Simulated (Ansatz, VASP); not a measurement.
## MgTe4: VASP beside Ansatz

```xyz
5
Lattice="5.7543 0.0000 0.0000 0.0000 5.7543 0.0000 0.0000 0.0000 5.7543" Properties=species:S:1:pos:R:3 pbc="T T T"
Mg    0.0000    0.0000    0.0000
Te    1.4028    4.3515    4.3515
Te    4.3515    1.4028    4.3515
Te    4.3515    4.3515    1.4028
Te    1.4028    1.4028    1.4028
```

Change from the starting cell: species swapped into the SnI4 type (P-43m, No. 215).

Alike in both runs: task relaxation of cell and atoms; functional PBE; k mesh 4 × 4 × 4; occupations gaussian, width 0.1 eV; no spin polarisation.

|  | VASP | Ansatz |
| --- | --- | --- |
| version | VASP 6.6.1 | Ansatz 0.2.0 |
| potentials or method | VASP PAW PBE potentials, release 64 (Mg, Te), cutoff 600 eV | scalar-relativistic, plane waves, PAW |
| valence electrons in the cell | 26 | 74 |

|  | VASP | Ansatz | Ansatz less VASP |
| --- | --- | --- | --- |
| gap on the k mesh at the Fermi level, each at its own relaxed structure (eV) | none | none | - |
| relaxed volume (Å³/atom) | 32.45 | 32.31 | -0.136 |
| relaxed cell length with the largest relative difference (Å) | 5.454 | 5.446 | -0.0076 |

A gap of «none» marks a metal or a gap that the smearing closes. VASP's potentials hold 26 valence electrons a cell and Ansatz's 74, so a difference there can come from the potentials and not from the codes.

Spin-orbit coupling is off throughout.
